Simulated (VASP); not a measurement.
Wanted: the native input for a VASP 6.6.1 run.

```yaml
Task: single point
Functional: LDA
Potentials_or_basis: VASP PAW LDA potentials, release 64 (Se, W_sv)
Cutoff: 400 eV
k_mesh: 12 × 12 × 1
Occupations: gaussian, width 0.03 eV
Spin: no spin polarisation
Dipole_correction: yes
Further_INCAR_settings: ALGO = Normal; EDIFF = 1e-06; NBANDS = 20; NELMDL = -8
```

The structure of WSe2 (l.A) lies in POSCAR:

```
WSe2
1.0
    3.3000000000      0.0000000000      0.0000000000
   -1.6500000000      2.8578838325      0.0000000000
    0.0000000000      0.0000000000     17.3600000000
Se W
2 1
Direct
    0.6666670000      0.3333330000      0.4032258065
    0.6666670000      0.3333330000      0.5967741935
    0.3333330000      0.6666670000      0.5000000000
```

These files were run (other wordings do the same):

INCAR

```
SYSTEM = WSe2
  PREC = Accurate
  ENCUT = 400
  EDIFF = 1E-6
  ISMEAR = 0
  SIGMA = 0.03
  LREAL = .False.
  LASPH = .True.
  NELM = 120
  ALGO = Normal
  ISIF = 2
  LWAVE = .False.
  LCHARG = .True.
  LDIPOL = .True.
  IDIPOL = 3
  DIPOL = 0.5 0.5 0.500
  LELF = .True.
  LVHAR = .True.
  LVACPOTAV = .True.
  NBANDS = 20
  GGA_COMPAT = .False.
  NELMDL = -8
```

KPOINTS

```
Automatic mesh
0
Gamma
  12 12 1
  0 0 0
```

Potentials or basis: VASP PAW LDA potentials, release 64 (Se, W_sv).

Command:

```console
$ cat potpaw_LDA.64/Se/POTCAR potpaw_LDA.64/W_sv/POTCAR > POTCAR
$ mpirun -np 1 vasp_std > vasp.out
```

Results of the run:

```
Largest force          : 0.518 eV/Å
Band gap on the k mesh : 1.61 eV, direct
```

Caveat: spin-orbit coupling is left out, which moves the levels of the heavy elements.

It took 50 s on 1 thread of Intel Xeon 6975P-C, on a shared host, peak memory 0.22 GiB.
